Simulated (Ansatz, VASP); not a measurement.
## One calculation of Ba, two programs

```xyz
1
Lattice="-2.6092 2.6092 2.6092 2.6092 -2.6092 2.6092 2.6092 2.6092 -2.6092" Properties=species:S:1:pos:R:3 pbc="T T T"
Ba    0.0000    0.0000    0.0000
```

Alike in both runs: task single point; functional PBE; k mesh 15 × 15 × 15; occupations fermi-dirac, width 0.1 eV; no spin polarisation.

|  | VASP | Ansatz |
| --- | --- | --- |
| version | VASP 6.6.1 | Ansatz 0.2.0 |
| potentials or method | VASP PAW PBE potentials, release 64 (Ba_sv), cutoff 520 eV | plane waves (420 eV) with PAW, scalar-relativistic |
| valence electrons in the cell | 10 | 10 |

```tsv
	VASP	Ansatz	Ansatz less VASP
pressure (GPa)	-0.8	-0.8	-0.03
```

Neither program's run includes spin-orbit coupling.
